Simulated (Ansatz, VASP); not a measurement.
**TiN: VASP beside Ansatz**

File INCAR:

```
PREC = Accurate ; ENCUT = 520
EDIFF = 1E-8 ; ISMEAR = -1
SIGMA = 0.05 ; LREAL = F
LASPH = T ; NELM = 100
ALGO = Normal ; ISIF = 2
LWAVE = F ; LCHARG = F
GGA = PS ; LEFG = T
NBANDS = 16
```

File KPOINTS:

```
Automatic mesh
0
Gamma
  17 17 17
```

File POSCAR:

```
TiN
1.0
    0.0000000000      2.0933208087      2.0933208087
    2.0933208087      0.0000000000      2.0933208087
    2.0933208087      2.0933208087      0.0000000000
Ti N
1 1
Direct
    0.0000000000      0.0000000000      0.0000000000
    0.5000000000      0.5000000000      0.5000000000
```

Input for Ansatz:

```yaml
crystal:
  lattice:
    - [0.0, 2.0933208087, 2.0933208087]
    - [2.0933208087, 0.0, 2.0933208087]
    - [2.0933208087, 2.0933208087, 0.0]
  atoms:
    - { symbol: Ti, position: [0.0, 0.0, 0.0] }
    - { symbol: "N", position: [0.5, 0.5, 0.5] }
kpoints:
  mp_grid: { grid: [17, 17, 17] }
scf:
  occupations: { method: fermi_dirac, width: 0.05 }
hamiltonian:
  xc: pbesol
  pseudopotentials: { kind: all_electron, datasets: crystal }
output:
  forces: true
  stress: true
  eigenvalues: true
  efg: { contact_densities: true }
```

Change from the starting cell: volume scaled by 0.96, crystal datasets.

Alike in both runs: task electric field gradients; functional PBEsol; k mesh 17 × 17 × 17; occupations fermi-dirac, width 0.05 eV; no spin polarisation.

```csv
,VASP,Ansatz
version,VASP 6.6.1,Ansatz 0.2.0
potentials or method,"VASP PAW PBE potentials, release 64 (Ti_sv, N), cutoff 520 eV","all-electron PAW with datasets made for the crystal, scalar-relativistic"
```

|  | VASP | Ansatz | Ansatz less VASP |
| --- | --- | --- | --- |
| pressure (GPa) | 4.3 | 3.8 | -0.50 |

VASP's potentials were made for PBE, not for PBEsol. Ansatz ran all-electron here, and VASP with PAW potentials.
